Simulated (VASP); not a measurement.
C, 2 atoms in the cell. The typed cell holds 2 atoms: a = 2.445 Å, b = 2.445 Å, c = 3.616 Å, α = 109.46°, β = 110.02°, γ = 60.00°.  This cell differs from its parent crystal: strain +0.0100 x Voigt [0, 0, 0, 1, 0, 0].

```yaml
Program: VASP 6.6.1
Task: single point
Functional: LDA
Potentials_or_basis: VASP PAW LDA potentials, release 64 (C)
Cutoff: 520 eV
k_mesh: 14 × 14 × 8
Occupations: gaussian, width 0.05 eV
Spin: no spin polarisation
Dipole_correction: no
Further_INCAR_settings: ALGO = Normal; EDIFF = 1e-06; NBANDS = 11
```

Potentials or basis: VASP PAW LDA potentials, release 64 (C).

Command:

```bash
$ cat potpaw_LDA.64/C/POTCAR > POTCAR
$ mpirun -np 1 vasp_std > vasp.out
```

Hardware: 1 thread of Intel(R) Xeon(R) 6975P-C (Granite Rapids), on a shared host.

Q: Estimate the wall time of this run.

A: Run time: 45 s on 1 thread of Intel(R) Xeon(R) 6975P-C (Granite Rapids), on a shared host, peak memory 0.21 GiB. Counts: scf iterations 11, k points 788.
